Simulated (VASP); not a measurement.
# Ti3O4 (Cmmm) in VASP: single point with PBEsol

Aim: the single point of Ti3O4 with PBEsol.

All numbers are computed with VASP 6.6.1; they aren't measurements. Logs are shortened: lines on timing, memory, paths and dates and some standing lists are left out, and cuts for length are marked.

### Step 1. The cell of the first run

It takes space group Cmmm (No. 65, orthorhombic). The conventional cell has a = 5.826 Å, b = 8.061 Å, c = 2.969 Å, α = 90.00°, β = 90.00°, γ = 90.00°. Within 2.7 Å of Ti (site symmetry mmm) lie 6 O at 2.03 to 2.09 Å. Within 2.7 Å of Ti (site symmetry 2/m) lie 6 O at 2.02 to 2.08 Å. Within 3.1 Å of O (site symmetry 2mm) lie 4 Ti at 2.02 to 2.03 Å and 12 O at 2.76 to 3.06 Å. Within 3.0 Å of O (site symmetry m2m) lie 5 Ti at 2.08 to 2.09 Å and 12 O at 2.89 to 2.97 Å.

### Step 2. Single point, PBEsol

Contents of POSCAR:

```
Ti3O4
1.0
    2.9128162290     -4.0303540212      0.0000000000
    2.9128162290      4.0303540212      0.0000000000
    0.0000000000      0.0000000000      2.9690273776
Ti O
3 4
Direct
    0.0000000000      0.0000000000      0.5000000000
    0.5000000000      0.0000000000      0.0000000000
    0.0000000000      0.5000000000      0.0000000000
    0.7627833111      0.7627833111      0.0000000000
    0.2588765549      0.7411234451      0.5000000000
    0.2372166889      0.2372166889      0.0000000000
    0.7411234451      0.2588765549      0.5000000000
```

Contents of INCAR.step1:

```
ALGO = Normal
EDIFF = 1E-6
ENCUT = 520
GGA = PS
ISIF = 2
ISMEAR = 0
LASPH = T
LCHARG = T
LMAXMIX = 4
LREAL = F
LWAVE = F
NBANDS = 39
NELM = 100
PREC = Accurate
SIGMA = 0.1
```

Contents of KPOINTS.step1:

```
k-points
0
Gamma
  8 8 12
```

Contents of INCAR.step2:

```
ALGO = Normal
EDIFF = 1E-6
ENCUT = 520
GGA = PS
ICHARG = 11
ISIF = 2
ISMEAR = -5
LASPH = T
LCHARG = F
LMAXMIX = 4
LORBIT = 11
LREAL = F
LWAVE = F
NEDOS = 2001
NELM = 100
PREC = Accurate
SIGMA = 0.1
```

Contents of KPOINTS.step2:

```
k-points
0
Gamma
  12 12 18
```

Potentials or basis: VASP PAW PBE potentials, release 64 (Ti_sv, O).

The run is started by

```sh
> cat potpaw_PBE.64/Ti_sv/POTCAR potpaw_PBE.64/O/POTCAR > POTCAR
> cp INCAR.step1 INCAR
> cp KPOINTS.step1 KPOINTS
> mpirun -np 1 vasp_std > vasp.out
> cp INCAR.step2 INCAR
> cp KPOINTS.step2 KPOINTS
> mpirun -np 1 vasp_std > vasp.out
```

OUTCAR:

```text
EDIFF = 1E-6
   ENCUT = 520
   GGA = PS
   ICHARG = 11
   ISIF = 2
   ISMEAR = -5
   LASPH = T
   LORBIT = 11
   LREAL = F
   NELM = 100
   PREC = Accurate

 ion  position               nearest neighbor table
   1  0.000  0.000  0.500-   4 2.03   6 2.03   4 2.03   6 2.03   5 2.09   7 2.09   2 2.90   3 2.90
                             2 2.90   3 2.90   3 2.90   3 2.90   2 2.90   2 2.90
   2  0.500  0.000  0.000-   4 2.02   6 2.02   5 2.08   7 2.08   5 2.08   7 2.08   1 2.90   1 2.90
                             1 2.90   1 2.90   3 2.91   3 2.91
   3  0.000  0.500  0.000-   4 2.02   6 2.02   5 2.08   7 2.08   5 2.08   7 2.08   1 2.90   1 2.90
                             1 2.90   1 2.90   2 2.91   2 2.91
   4  0.763  0.763  0.000-   2 2.02   3 2.02   1 2.03   1 2.03
   5  0.259  0.741  0.500-   2 2.08   3 2.08   2 2.08   3 2.08   1 2.09
   6  0.237  0.237  0.000-   2 2.02   3 2.02   1 2.03   1 2.03
   7  0.741  0.259  0.500-   2 2.08   3 2.08   2 2.08   3 2.08   1 2.09

  LATTYP: Found a base centered orthorhombic cell.
 ALAT       =     5.8256324580
 B/A-ratio  =     1.3836623063
 C/A-ratio  =     0.5096489349

  Lattice vectors:

 A1 = (   2.9128162290,  -4.0303540212,   0.0000000000)
 A2 = (   2.9128162290,   4.0303540212,   0.0000000000)
 A3 = (   0.0000000000,   0.0000000000,   2.9690273776)

Analysis of symmetry for initial positions (statically):
=====================================================================
 Subroutine PRICEL returns:
 Original cell was already a primitive cell.

 Routine SETGRP: Setting up the symmetry group for a
 base centered orthorhombic supercell.

 Subroutine GETGRP returns: Found  8 space group operations
 (whereof  8 operations were pure point group operations)
 out of a pool of  8 trial point group operations.

The static configuration has the point symmetry D_2h.

Analysis of symmetry for dynamics (positions and initial velocities):
=====================================================================
 Subroutine PRICEL returns:
 Original cell was already a primitive cell.

 Routine SETGRP: Setting up the symmetry group for a
 base centered orthorhombic supercell.

 Subroutine GETGRP returns: Found  8 space group operations
 (whereof  8 operations were pure point group operations)
 out of a pool of  8 trial point group operations.

The dynamic configuration has the point symmetry D_2h.

 Subroutine INISYM returns: Found  8 space group operations
 (whereof  8 operations are pure point group operations),
 and found     1 'primitive' translations

----------------------------------------------------------------------------------------

                                     Primitive cell

  volume of cell :      69.7109

  direct lattice vectors                    reciprocal lattice vectors
     2.912816229 -4.030354021  0.000000000     0.171655182 -0.124058581  0.000000000
     2.912816229  4.030354021  0.000000000     0.171655182  0.124058581  0.000000000
     0.000000000  0.000000000  2.969027378     0.000000000  0.000000000  0.336810636

  length of vectors
     4.972750941  4.972750941  2.969027378     0.211792429  0.211792429  0.336810636

  position of ions in fractional coordinates (direct lattice)
     0.000000000  0.000000000  0.500000000
     0.500000000  0.000000000  0.000000000
     0.000000000  0.500000000  0.000000000
     0.762783311  0.762783311  0.000000000
     0.258876555  0.741123445  0.500000000
     0.237216689  0.237216689  0.000000000
     0.741123445  0.258876555  0.500000000

  ion indices of the primitive-cell ions
   primitive index   ion index
                 1           1
                 2           2
                 3           3
                 4           4
                 5           5
                 6           6
                 7           7

----------------------------------------------------------------------------------------

 KPOINTS: k-points

Automatic generation of k-mesh.
 Grid dimensions read from file:
 generate k-points for:   12   12   18

 Generating k-lattice:

  Cartesian coordinates                     Fractional coordinates (reciprocal lattice)
     0.014304599 -0.010338215  0.000000000     0.083333333  0.000000000  0.000000000
     0.014304599  0.010338215  0.000000000     0.000000000  0.083333333  0.000000000
     0.000000000  0.000000000  0.018711702     0.000000000  0.000000000  0.055555556

  Length of vectors
     0.017649369  0.017649369  0.018711702

  Shift w.r.t. Gamma in fractional coordinates (k-lattice)
     0.000000000  0.000000000  0.000000000

 TETIRR: Found   3888 inequivalent tetrahedra from    15552

 Subroutine IBZKPT returns following result:
 ===========================================

 Found    430 irreducible k-points:

 Following reciprocal coordinates:
            Coordinates               Weight
  0.000000  0.000000  0.000000      1.000000
  0.083333  0.000000  0.000000      4.000000
  0.166667  0.000000  0.000000      4.000000
  0.250000  0.000000  0.000000      4.000000
  0.333333  0.000000  0.000000      4.000000
  0.416667  0.000000  0.000000      4.000000
[... 16 lines left out ...]
  0.500000  0.166667  0.000000      4.000000
 -0.416667  0.166667  0.000000      4.000000
 [... further k-points ...]
   k-points           NKPTS =    430   k-points in BZ     NKDIM =    430   number of bands    NBANDS=     36
   number of dos      NEDOS =   2001   number of ions     NIONS =      7
   total plane-waves  NPLWV =  38400
   dimension x,y,z NGX =    40 NGY =   40 NGZ =   24
   dimension x,y,z NGXF=    80 NGYF=   80 NGZF=   48
   ions per type =               3   4
   NGX,Y,Z   is equivalent  to a cutoff of  13.37, 13.37, 13.44 a.u.
   NGXF,Y,Z  is equivalent  to a cutoff of  26.75, 26.75, 26.88 a.u.
 SYSTEM =  unknown system
   PREC   = accura    normal or accurate (medium, high low for compatibility)
   ISTART =      0    job   : 0-new  1-cont  2-samecut
   ICHARG =     11    charge: 1-file 2-atom 10-const
   ISPIN  =      1    spin polarized calculation?
   LNONCOLLINEAR =      F non collinear calculations
   LSORBIT =      F    spin-orbit coupling
   LASPH  =      T    aspherical Exc in radial PAW
   ENCUT  =  520.0 eV  38.22 Ry    6.18 a.u.   9.25  9.25  5.52*2*pi/ulx,y,z
   NELM   =    100;   NELMIN=  2; NELMDL=  0     # of ELM steps
   EDIFF  = 0.1E-05   stopping-criterion for ELM
   LREAL  =      F    real-space projection
[... 7 lines left out ...]
   TEBEG  =    0.0;   TEEND  =   0.0 temperature during run
   PSTRESS=    0.0 pullay stress
   NELECT =      60.0000    total number of electrons
   NUPDOWN=      -1.0000    fix difference up-down
   EMIN   =  10.00;   EMAX   =-10.00  energy-range for DOS
   EFERMI =   0.00;   METHOD = LEGACY
   ISMEAR =    -5;   SIGMA  =   0.10  broadening in eV -4-tet -1-fermi 0-gaus
   EFERMI_NEDOS =   21; number of points for ismear=-14 and -15
   IALGO  =     38    algorithm
   IMIX   =      4    mixing-type and parameters
     AMIX     =   0.40;   BMIX     =  1.00
     AMIX_MAG =   1.60;   BMIX_MAG =  1.00
  volume/ion in A,a.u.               =       9.96        67.20
  Fermi-wavevector in a.u.,A,eV,Ry     =   1.557250  2.942776 32.994515  2.425028
  Thomas-Fermi vector in A             =   2.660928
   LORBIT       =     11    0 simple, 1 ext, 2 COOP (PROOUT), +10 PAW based schemes
   GGA     = PS    functional components
   LHFCALC =     F    Hartree Fock is set to
   AEXX    =    0.0000 exact exchange contribution
   IVDW    =     0    specifies the selected vdW correction
   LEPSILON=     F    determine dielectric tensor
   LRPA    =     F    only Hartree local field effects (RPA)
 non-spin polarized calculation
 Fermi weights with tetrahedron method with Bloechl corrections
  energy-cutoff  :      520.00
  volume of cell :       69.71
 maximum number of plane-waves:      1900
 NGX is ok and might be reduce to    40

 number of electron      59.9999984 magnetization

 Free energy of the ion-electron system (eV)
  ---------------------------------------------------
  ext. energy  EPLUGINS =         0.00000000
  ---------------------------------------------------
  free energy    TOTEN  =       -65.92033866 eV

  energy without entropy =      -65.92033866  energy(sigma->0) =      -65.92033866

 E-fermi :   9.5211     XC(G=0): -12.3977

 val. band max:        9.5728219788   @ k =   0.4167   0.0833   0.2222
 cond. band min:       9.4756155762   @ k =   0.4167   0.0000   0.2222
 fundamental gap:     -0.0972064026
 Fermi energy:         9.5210882220

 k-point     1 :       0.0000    0.0000    0.0000
  band No.  band energies     occupation
      1     -48.4115      2.00000
      2     -48.3419      2.00000
      3     -48.1282      2.00000
      4     -25.3189      2.00000
      5     -25.1375      2.00000
      6     -24.8333      2.00000
[... 28 lines left out ...]
     35      11.0404      0.00000
     36      11.1087      0.00000

 k-point     2 :       0.0833    0.0000    0.0000
  band No.  band energies     occupation
      1     -48.4101      2.00000
      2     -48.3428      2.00000
      3     -48.1288      2.00000
      4     -25.3088      2.00000
      5     -25.1327      2.00000
      6     -24.8311      2.00000
[... 28 lines left out ...]
     35      10.9568      0.00000
     36      11.0597      0.00000

 k-point     3 :       0.1667    0.0000    0.0000
  band No.  band energies     occupation
      1     -48.4061      2.00000
      2     -48.3453      2.00000
      3     -48.1304      2.00000
      4     -25.2805      2.00000
      5     -25.1180      2.00000
      6     -24.8244      2.00000
[... 28 lines left out ...]
     35      10.9934      0.00000
     36      11.0222      0.00000

 k-point     4 :       0.2500    0.0000    0.0000
  band No.  band energies     occupation
      1     -48.3997      2.00000
      2     -48.3496      2.00000
      3     -48.1326      2.00000
      4     -25.2403      2.00000
      5     -25.0921      2.00000
      6     -24.8133      2.00000
[... 28 lines left out ...]
     35      10.9736      0.00000
     36      11.3528      0.00000

 k-point     5 :       0.3333    0.0000    0.0000
  band No.  band energies     occupation
      1     -48.3919      2.00000
      2     -48.3554      2.00000
      3     -48.1349      2.00000
      4     -25.2003      2.00000
      5     -25.0509      2.00000
      6     -24.8000      2.00000
[... 655 lines left out ...]
 k-point    22 :       0.4167    0.1667    0.0000
  band No.  band energies     occupation
      1     -48.3767      2.00000
      2     -48.3666      2.00000
      3     -48.1391      2.00000
      4     -25.1341      2.00000
      5     -24.9665      2.00000
      6     -24.8650      2.00000
[... 28 lines left out ...]
     35      10.7772      0.00000
     36      11.3496      0.00000

 k-point    23 :       0.5000    0.1667    0.0000
  band No.  band energies     occupation
      1     -48.3836      2.00000
      2     -48.3588      2.00000
      3     -48.1400      2.00000
      4     -25.1552      2.00000
      5     -24.9615      2.00000
      6     -24.8435      2.00000
[... 28 lines left out ...]
     35      10.6343      0.00000
     36      11.3436      0.00000

 k-point    24 :      -0.4167    0.1667    0.0000
  band No.  band energies     occupation
      1     -48.3910      2.00000
      2     -48.3518      2.00000
      3     -48.1396      2.00000
      4     -25.1895      2.00000
      5     -24.9927      2.00000
      6     -24.8260      2.00000
[... 28 lines left out ...]
     35      10.5799      0.00000
     36      11.2612      0.00000

 [... further k-points ...]

------------------------ aborting loop because EDIFF is reached ----------------------------------------

  FORCE on cell =-STRESS in cart. coord.  units (eV):
  Direction    XX          YY          ZZ          XY          YZ          ZX
  --------------------------------------------------------------------------------------
  -------------------------------------------------------------------------------------
  Total        0.0020118      0.5405342      0.3016916     -0.0000000      0.0000000      0.0000000
  in kB        0.0462381     12.4231933      6.9338314     -0.0000000      0.0000000      0.0000000
  external PRESSURE =       6.4677543 kB  Pullay stress =       0.0000000 kB

 VOLUME and BASIS-vectors are now :
 -----------------------------------------------------------------------------
  energy-cutoff  :      520.00
  volume of cell :       69.71
      direct lattice vectors                 reciprocal lattice vectors
     2.912816229 -4.030354021  0.000000000     0.171655182 -0.124058581  0.000000000
     2.912816229  4.030354021  0.000000000     0.171655182  0.124058581  0.000000000
     0.000000000  0.000000000  2.969027378     0.000000000  0.000000000  0.336810636

 POSITION                                       TOTAL-FORCE (eV/Angst)
 -----------------------------------------------------------------------------------
      0.00000      0.00000      1.48451        -0.000000      0.000000      0.000000
      1.45641     -2.01518      0.00000        -0.000000      0.000000      0.000000
      1.45641      2.01518      0.00000        -0.000000      0.000000      0.000000
      4.44370      0.00000      0.00000        -0.005360      0.000000      0.000000
      2.91282      1.94363      1.48451        -0.000000     -0.016272      0.000000
      1.38194      0.00000      0.00000         0.005360      0.000000     -0.000000
      2.91282     -1.94363      1.48451        -0.000000      0.016272     -0.000000
 -----------------------------------------------------------------------------------
    total drift:                                0.000000     -0.000000      0.000000

  FREE ENERGIE OF THE ION-ELECTRON SYSTEM (eV)
  ---------------------------------------------------
  free  energy   TOTEN  =       -65.9203386568 eV

  energy  without entropy=      -65.9203386568  energy(sigma->0) =      -65.92033866

 total charge

# of ion       s       p       d       tot
------------------------------------------
    1        2.189   6.236   2.049  10.475
    2        2.170   6.200   1.993  10.362
    3        2.170   6.200   1.993  10.362
    4        1.561   3.483   0.000   5.044
    5        1.553   3.489   0.000   5.042
    6        1.561   3.483   0.000   5.044
    7        1.553   3.489   0.000   5.042
--------------------------------------------------
tot         12.757  32.580   6.034  51.371
```

It took 8.4 min on 1 thread of Intel Xeon 6975P-C (Granite Rapids), shared host; peak memory 0.8 GiB.

What came out:

| Property | Result |
| --- | --- |
| Valence electrons inside the program's atomic spheres | Ti 10.47, 10.36 (each value once); O 5.04 |

Caveat: the PAW data sets were made with another functional, which shifts forces and pressure a little; semilocal functionals often make such compounds metallic where correlation or magnetic order opens a gap, which also shifts bond lengths; tetrahedron occupations give inexact forces and stress in metals.
